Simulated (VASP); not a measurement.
## VH: single point with PBEsol

VH:

```
V H
1.0
     0.00000    1.96375    2.06194
     1.96375    0.00000    2.06194
     1.96375    1.96375    0.00000
V H
1 1
Direct
  0.00000 0.00000 0.00000
  0.50000 0.50000 0.50000
```

This cell differs from its parent crystal: strain +0.000 along x and y, +0.050 along z.

| Item | Value |
| --- | --- |
| Program | VASP 6.6.1 |
| Task | single point |
| Functional | PBEsol |
| Potentials or basis | VASP PAW PBE potentials, release 64 (V_sv, H) |
| Cutoff | 520 eV |
| k mesh | 20 × 20 × 20 |
| Occupations | gaussian, width 0.15 eV |
| Spin | no spin polarisation |

```yaml
Pressure: -12.6 GPa
Band_gap_on_the_k_mesh: zero (bands 7 and 8 overlap by 2.15 eV)
```

Stress tensor (GPa, compression positive):
```
-12.79   0.00   0.00
  0.00 -12.79   0.00
  0.00   0.00 -12.12
```

Levels at points of the mesh, in eV from the Fermi level:
| k point | band 3 | band 4 | band 5 | band 6 | band 7 | band 8 | band 9 | band 10 | band 11 | band 12 |
| --- | --- | --- | --- | --- | --- | --- | --- | --- | --- | --- |
| (0.00, 0.00, 0.00) | -37.59 | -37.59 | -10.27 | -0.32 | 0.07 | 0.07 | 1.07 | 1.51 | 12.29 | 16.25 |
| (0.50, 0.00, 0.00) | -37.69 | -37.64 | -5.30 | -3.70 | -0.64 | -0.27 | 2.33 | 2.51 | 6.85 | 10.25 |
| (0.50, 0.50, 0.00) | -37.76 | -37.76 | -7.33 | -2.46 | 0.95 | 2.34 | 2.74 | 2.74 | 6.00 | 10.97 |
| (0.50, 0.00, 0.50) | -37.83 | -37.79 | -7.26 | -2.53 | 1.85 | 2.30 | 2.62 | 2.92 | 6.57 | 10.00 |

Wall time 2.3 min on 1 thread of Intel Xeon 8259CL, on a shared host, peak memory 0.26 GiB.

Caveat: the cell differs from its parent crystal (strain +0.000 along x and y, +0.050 along z); the cell stands under tension; the PAW data sets were made with another functional, which shifts forces and pressure a little.
